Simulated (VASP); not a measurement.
# MgSi3N (P6/mmm) in VASP: a series of runs

Runs on MgSi3N. Level: PBE. Tasks: relaxation of cell and atoms, single point.

All numbers are computed with VASP 6.6.1; they aren't measurements. Logs are shortened: lines on timing, memory, paths and dates and some standing lists are left out, and cuts for length are marked.

**1. The cell of the first run**

The structure is hexagonal, space group P6/mmm (No. 191). Conventional cell: a = 3.376 Å, b = 3.376 Å, c = 7.377 Å, α = 90.00°, β = 90.00°, γ = 120.00°. Mg (site symmetry 6/mmm) has 6 Mg at 3.38 Å and 2 N at 3.69 Å and 12 Si at 4.06 Å within 4.4 Å. Si (site symmetry mmm) has 4 Si at 1.69 Å and 2 N at 1.69 Å within 2.2 Å. N (site symmetry 6/mmm) has 6 Si at 1.69 Å within 2.2 Å.

The cell was generated, and may not be a known phase.

**2. Relaxation of cell and atoms, PBE**

File INCAR:

```
ALGO = Normal ; EDIFF = 1E-7
EDIFFG = -0.04 ; ENCUT = 600
GGA = PE ; IBRION = 2
ISIF = 3 ; ISMEAR = 0
LASPH = T ; LCHARG = F
LREAL = F ; LWAVE = F
NELM = 60 ; NSW = 90
PREC = Accurate ; SIGMA = 0.1
```

File KPOINTS:

```
k-points
0
Gamma
  6 6 4
```

File POSCAR:

```
MgSi3N
1.0
    3.3758764000      0.0000000000      0.0000000000
   -1.6879382000      2.9235947200      0.0000000000
    0.0000000000      0.0000000000      7.3769442000
Mg Si N
1 3 1
Direct
    0.0000000000      0.0000000000      0.0000000000
    0.5000000000      0.0000000000      0.5000000000
    0.0000000000      0.5000000000      0.5000000000
    0.5000000000      0.5000000000      0.5000000000
    0.0000000000      0.0000000000      0.5000000000
```

Potentials or basis: VASP PAW PBE potentials, release 64 (Mg, Si, N).

Started as:

```sh
> cat potpaw_PBE.64/Mg/POTCAR potpaw_PBE.64/Si/POTCAR potpaw_PBE.64/N/POTCAR > POTCAR
> mpirun -np 1 vasp_std > vasp.out
```

OUTCAR:

```text
EDIFF = 1E-7
   EDIFFG = -0.04
   ENCUT = 600
   GGA = PE
   IBRION = 2
   ISIF = 3
   ISMEAR = 0
   LASPH = T
   LREAL = F
   NELM = 60
   NSW = 90
   PREC = Accurate

 ion  position               nearest neighbor table
   1  0.000  0.000  0.000-
   2  0.500  0.000  0.500-   3 1.69   4 1.69   4 1.69   3 1.69   5 1.69   5 1.69   3 2.92   3 2.92
                             4 2.92   4 2.92
   3  0.000  0.500  0.500-   2 1.69   5 1.69   5 1.69   2 1.69   4 1.69   4 1.69   4 2.92   4 2.92
                             2 2.92   2 2.92
   4  0.500  0.500  0.500-   2 1.69   5 1.69   2 1.69   5 1.69   3 1.69   3 1.69   3 2.92   3 2.92
                             2 2.92   2 2.92
   5  0.000  0.000  0.500-   3 1.69   4 1.69   3 1.69   4 1.69   2 1.69   2 1.69

  LATTYP: Found a hexagonal cell.
 ALAT       =     3.3758764000
 C/A-ratio  =     2.1851938063

  Lattice vectors:

 A1 = (   3.3758764000,   0.0000000000,   0.0000000000)
 A2 = (  -1.6879382000,   2.9235947200,   0.0000000000)
 A3 = (   0.0000000000,   0.0000000000,   7.3769442000)

Analysis of symmetry for initial positions (statically):
=====================================================================
 Subroutine PRICEL returns:
 Original cell was already a primitive cell.

 Routine SETGRP: Setting up the symmetry group for a
 hexagonal supercell.

 Subroutine GETGRP returns: Found 24 space group operations
 (whereof 24 operations were pure point group operations)
 out of a pool of 24 trial point group operations.

The static configuration has the point symmetry D_6h.

Analysis of symmetry for dynamics (positions and initial velocities):
=====================================================================
 Subroutine PRICEL returns:
 Original cell was already a primitive cell.

 Routine SETGRP: Setting up the symmetry group for a
 hexagonal supercell.

 Subroutine GETGRP returns: Found 24 space group operations
 (whereof 24 operations were pure point group operations)
 out of a pool of 24 trial point group operations.

The dynamic configuration has the point symmetry D_6h.

 Subroutine INISYM returns: Found 24 space group operations
 (whereof 24 operations are pure point group operations),
 and found     1 'primitive' translations

----------------------------------------------------------------------------------------

                                     Primitive cell

  volume of cell :      72.8082

  direct lattice vectors                    reciprocal lattice vectors
     3.375876400  0.000000000  0.000000000     0.296219376  0.171022337  0.000000000
    -1.687938200  2.923594720  0.000000000     0.000000000  0.342044673  0.000000000
     0.000000000  0.000000000  7.376944200     0.000000000  0.000000000  0.135557485

  length of vectors
     3.375876400  3.375876398  7.376944200     0.342044673  0.342044673  0.135557485

  position of ions in fractional coordinates (direct lattice)
     0.000000000  0.000000000  0.000000000
     0.500000000  0.000000000  0.500000000
     0.000000000  0.500000000  0.500000000
     0.500000000  0.500000000  0.500000000
     0.000000000  0.000000000  0.500000000

  ion indices of the primitive-cell ions
   primitive index   ion index
                 1           1
                 2           2
                 3           3
                 4           4
                 5           5

----------------------------------------------------------------------------------------

 KPOINTS: k-points

Automatic generation of k-mesh.
 Grid dimensions read from file:
 generate k-points for:    6    6    4

 Generating k-lattice:

  Cartesian coordinates                     Fractional coordinates (reciprocal lattice)
     0.049369896  0.028503723  0.000000000     0.166666667  0.000000000  0.000000000
     0.000000000  0.057007446  0.000000000     0.000000000  0.166666667  0.000000000
     0.000000000  0.000000000  0.033889371     0.000000000  0.000000000  0.250000000

  Length of vectors
     0.057007445  0.057007446  0.033889371

  Shift w.r.t. Gamma in fractional coordinates (k-lattice)
     0.000000000  0.000000000  0.000000000

 Subroutine IBZKPT returns following result:
 ===========================================

 Found     21 irreducible k-points:

 Following reciprocal coordinates:
            Coordinates               Weight
  0.000000  0.000000  0.000000      1.000000
  0.166667 -0.000000  0.000000      6.000000
  0.333333 -0.000000  0.000000      6.000000
  0.500000 -0.000000  0.000000      3.000000
  0.166667  0.166667  0.000000      6.000000
  0.333333  0.166667  0.000000     12.000000
[... 13 lines left out ...]
  0.333333  0.166667  0.500000     12.000000
  0.333333  0.333333  0.500000      2.000000
   k-points           NKPTS =     21   k-points in BZ     NKDIM =     21   number of bands    NBANDS=     13
   number of dos      NEDOS =    301   number of ions     NIONS =      5
   total plane-waves  NPLWV =  47040
   dimension x,y,z NGX =    28 NGY =   28 NGZ =   60
   dimension x,y,z NGXF=    56 NGYF=   56 NGZF=  120
   ions per type =               1   3   1
   NGX,Y,Z   is equivalent  to a cutoff of  13.79, 13.79, 13.52 a.u.
   NGXF,Y,Z  is equivalent  to a cutoff of  27.58, 27.58, 27.04 a.u.
 SYSTEM =  unknown system
   PREC   = accura    normal or accurate (medium, high low for compatibility)
   ISTART =      0    job   : 0-new  1-cont  2-samecut
   ICHARG =      2    charge: 1-file 2-atom 10-const
   ISPIN  =      1    spin polarized calculation?
   LNONCOLLINEAR =      F non collinear calculations
   LSORBIT =      F    spin-orbit coupling
   LASPH  =      T    aspherical Exc in radial PAW
   ENCUT  =  600.0 eV  44.10 Ry    6.64 a.u.   6.74  6.74 14.73*2*pi/ulx,y,z
   NELM   =     60;   NELMIN=  2; NELMDL= -5     # of ELM steps
   EDIFF  = 0.1E-06   stopping-criterion for ELM
   LREAL  =      F    real-space projection
   EDIFFG = -.4E-01   stopping-criterion for IOM
   NSW    =     90    number of steps for IOM
   IBRION =      2    ionic relax: 0-MD 1-quasi-New 2-CG
   NFREE  =      1    steps in history (QN), initial steepest desc. (CG)
   ISIF   =      3    stress and relaxation
   ISYM   =      2    0-nonsym 1-usesym 2-fastsym
   POTIM  = 0.5000    time-step for ionic-motion
   TEBEG  =    0.0;   TEEND  =   0.0 temperature during run
   PSTRESS=    0.0 pullay stress
   NELECT =      19.0000    total number of electrons
   NUPDOWN=      -1.0000    fix difference up-down
   EMIN   =  10.00;   EMAX   =-10.00  energy-range for DOS
   EFERMI =   0.00;   METHOD = LEGACY
   ISMEAR =     0;   SIGMA  =   0.10  broadening in eV -4-tet -1-fermi 0-gaus
   EFERMI_NEDOS =   21; number of points for ismear=-14 and -15
   IALGO  =     38    algorithm
   IMIX   =      4    mixing-type and parameters
     AMIX     =   0.40;   BMIX     =  1.00
     AMIX_MAG =   1.60;   BMIX_MAG =  1.00
  volume/ion in A,a.u.               =      14.56        98.27
  Fermi-wavevector in a.u.,A,eV,Ry     =   1.046163  1.976961 14.890988  1.094457
  Thomas-Fermi vector in A             =   2.180989
   LORBIT       =      0    0 simple, 1 ext, 2 COOP (PROOUT), +10 PAW based schemes
   GGA     = PE    functional components
   LHFCALC =     F    Hartree Fock is set to
   AEXX    =    0.0000 exact exchange contribution
   IVDW    =     0    specifies the selected vdW correction
   LEPSILON=     F    determine dielectric tensor
   LRPA    =     F    only Hartree local field effects (RPA)
 conjugate gradient relaxation of ions
 non-spin polarized calculation
 Gauss-broadening in eV      SIGMA  =   0.10
  energy-cutoff  :      600.00
  volume of cell :       72.81
 maximum number of plane-waves:      2454
 NGX is ok and might be reduce to    28
   NGX = 13   NGY = 13   NGZ = 29

--------------------------------------- Ionic step        1  -------------------------------------------

 number of electron      18.9999999 magnetization

 Free energy of the ion-electron system (eV)
  ---------------------------------------------------
  ext. energy  EPLUGINS =         0.00000000
  ---------------------------------------------------
  free energy    TOTEN  =         9.43872965 eV

  energy without entropy =        9.44530223  energy(sigma->0) =        9.44201594

------------------------ aborting loop because EDIFF is reached ----------------------------------------

  FORCE on cell =-STRESS in cart. coord.  units (eV):
  Direction    XX          YY          ZZ          XY          YZ          ZX
  --------------------------------------------------------------------------------------
  -------------------------------------------------------------------------------------
  Total      115.8252058    115.8252056     -0.8653077      0.0000000      0.0000000     -0.0000000
  in kB     2548.7865003   2548.7864961    -19.0414918      0.0000000      0.0000000     -0.0000000
  external PRESSURE =    1692.8438349 kB  Pullay stress =       0.0000000 kB
[... 1117 lines left out ...]
 k-point    21 :       0.3333    0.3333    0.5000
  band No.  band energies     occupation
      1      -8.7211      2.00000
      2      -3.7998      2.00000
      3      -3.7998      2.00000
      4       0.9900      2.00000
      5       2.5887      2.00000
      6       2.5887      2.00000
      7       2.7649      2.00000
      8       3.0327      2.00000
      9       3.0327      2.00000
     10       7.4994      0.00000
     11       8.4622      0.00000
     12       8.4622      0.00000
     13      10.6838      0.00000

[... ionic steps 4 to 24 ...]

--------------------------------------- Ionic step       25  -------------------------------------------

 number of electron      19.0000003 magnetization

------------------------ aborting loop because EDIFF is reached ----------------------------------------

  FORCE on cell =-STRESS in cart. coord.  units (eV):
  Direction    XX          YY          ZZ          XY          YZ          ZX
  --------------------------------------------------------------------------------------
  -------------------------------------------------------------------------------------
  Total        0.0368996      0.0368996      0.4995219      0.0000000      0.0000000      0.0000000
  in kB        0.7095851      0.7095850      9.6058825      0.0000000      0.0000000      0.0000000
  external PRESSURE =       3.6750175 kB  Pullay stress =       0.0000000 kB
[... 63 lines left out ...]
  energy  without entropy=      -22.1473904853  energy(sigma->0) =      -22.15696690

--------------------------------------- Ionic step       27  -------------------------------------------

 number of electron      19.0000003 magnetization

 Free energy of the ion-electron system (eV)
  ---------------------------------------------------
  ext. energy  EPLUGINS =         0.00000000
  ---------------------------------------------------
  free energy    TOTEN  =       -22.16964004 eV

  energy without entropy =      -22.15130799  energy(sigma->0) =      -22.16047401

 E-fermi :   5.8486     XC(G=0):  -9.7603

 val. band max:        5.8194200311   @ k =   0.1667   0.1667   0.2500
 cond. band min:       5.9058978597   @ k =   0.3333  -0.0000   0.2500
 fundamental gap:      0.0864778286
 Fermi energy:         5.8486009098

 k-point     1 :       0.0000    0.0000    0.0000
  band No.  band energies     occupation
      1      -9.6260      2.00000
      2      -4.1970      2.00000
      3      -0.2650      2.00000
      4      -0.2650      2.00000
      5       0.1579      2.00000
      6       1.3643      2.00000
      7       1.3643      2.00000
      8       1.4473      2.00000
      9       5.4961      2.00000
     10       6.1735      0.00000
     11       8.8606      0.00000
     12       9.5908      0.00000
[... 351 lines left out ...]
  FREE ENERGIE OF THE ION-ELECTRON SYSTEM (eV)
  ---------------------------------------------------
  free  energy   TOTEN  =       -22.1696400360 eV

  energy  without entropy=      -22.1513079884  energy(sigma->0) =      -22.16047401

 reached required accuracy - stopping structural energy minimisation
```

Run time: 4.2 min. Hardware: 1 thread of Intel Xeon 6975P-C (Granite Rapids), shared host; peak memory 0.23 GiB.

Results:

```
Free energy                           : -22.1696 eV
Relaxed volume                        : 16.74 Å³/atom
Relaxed cell                          : a = 4.919 Å, b = 4.919 Å, c = 3.994 Å, α = 90.00°, β = 90.00°, γ = 120.00°
Space group after relaxing (to 0.1 Å) : P6/mmm (No. 191)
Energy gained by relaxing             : 6321.7 meV/atom
Ionic steps                           : 27
Pressure after relaxing               : 0.1 GPa
Band gap on the k mesh                : zero (an odd number of electrons rules out a gap without spin polarisation)
```

Stress tensor (GPa, compression positive):
```
 0.13  0.00  0.00
 0.00  0.13  0.00
 0.00  0.00 -0.01
```

The path:
```csv
step,energy change (eV),largest force (eV/Å),pressure (GPa),volume (Å³)
1,0.0000,0.0000,169.28,72.81
2,-13.8223,0.0000,-9.32,323.75
3,-27.8593,0.0000,-6.49,155.89
4,-28.1460,0.0000,-5.36,149.65
5,-28.3311,0.0000,2.19,131.60
6,-28.4107,0.0000,-1.46,138.46
7,-28.4122,0.0000,-0.75,136.95
8,-28.4676,0.0000,-0.74,134.11
9,-28.6619,0.0000,-0.63,125.58
10,-29.3658,0.0000,-0.86,108.47
11,-31.1300,0.0000,14.18,74.06
12,-30.9351,0.0000,4.91,84.79
13,-31.1833,0.0000,9.33,77.88
14,-31.2033,0.0000,9.49,77.56
15,-31.2516,0.0000,10.32,76.61
16,-31.2682,0.0000,12.63,74.64
17,-31.2773,0.0000,11.69,75.35
18,-31.3211,0.0000,10.85,75.84
19,-31.4336,0.0000,8.36,77.33
20,-31.5693,0.0000,3.83,80.34
21,-31.5332,0.0000,-2.91,86.54
22,-31.5982,0.0000,0.58,82.97
23,-31.5986,0.0000,0.89,82.70
24,-31.6015,0.0000,0.75,82.85
25,-31.6071,0.0000,0.37,83.32
26,-31.6053,0.0000,-0.31,84.24
27,-31.6084,0.0000,0.08,83.69
```

Final structure:
```xyz
5
Lattice="4.9185 0.0000 0.0000 -2.4593 4.2596 0.0000 0.0000 0.0000 3.9944" Properties=species:S:1:pos:R:3 pbc="T T T"
Mg    0.0000    0.0000    0.0000
Si    2.4593    0.0000    1.9972
Si   -1.2296    2.1298    1.9972
Si    1.2296    2.1298    1.9972
N     0.0000    0.0000    1.9972
```

Caveat: a cell axis changed by over 15 % at a fixed basis, so the end point is rough.

**3. Single point, PBE**

This run uses another cell than the first one, of 17.22 Å³/atom.

File INCAR:

```
PREC = Accurate ; ENCUT = 520
EDIFF = 1E-6 ; ISMEAR = 0
SIGMA = 0.1 ; LREAL = False
LASPH = True ; NELM = 100
ALGO = Normal ; ISIF = 2
LWAVE = False ; LCHARG = False
GGA = PE ; NBANDS = 18
```

File KPOINTS:

```
regular mesh
0
Gamma
  12 12 10
```

Edit POSCAR of step 2 so:

```diff
@@ -2,5 +2,5 @@
 1.0
-    3.3758764000      0.0000000000      0.0000000000
-   -1.6879382000      2.9235947200      0.0000000000
-    0.0000000000      0.0000000000      7.3769442000
+    4.9916992899      0.0000000000      0.0000000000
+   -2.4958496449      4.3229383932      0.0000000000
+    0.0000000000      0.0000000000      3.9890671110
 Mg Si N
```

Potentials or basis: VASP PAW PBE potentials, release 64 (Mg, Si, N).

Started as:

```sh
> cat potpaw_PBE.64/Mg/POTCAR potpaw_PBE.64/Si/POTCAR potpaw_PBE.64/N/POTCAR > POTCAR
> mpirun -np 1 vasp_std > vasp.out
```

Run time: 76 s. Hardware: 1 thread of Intel Xeon 6975P-C (Granite Rapids), shared host; peak memory 0.32 GiB.

The run converged. Its results:

- Free energy: -22.5879 eV
- Pressure: -0.1 GPa
- Band gap on the k mesh: zero (an odd number of electrons rules out a gap without spin polarisation)

Levels at points of the mesh, in eV from the Fermi level:
```
           k point  band 7  band 8  band 9  band 10  band 11  band 12
(0.00, 0.00, 0.00)   -4.62   -4.21   -0.32     0.43     2.76     2.76
(0.50, 0.00, 0.00)   -2.31   -1.03   -0.78     0.67     1.12     1.58
(0.00, 0.00, 0.50)   -4.01   -4.01   -2.17     0.92     0.92     2.38
(0.50, 0.00, 0.50)   -2.21   -1.94   -1.45    -0.60    -0.30     1.08
```

The gap in the log of VASP goes by the Fermi energy; the results here count the filled bands.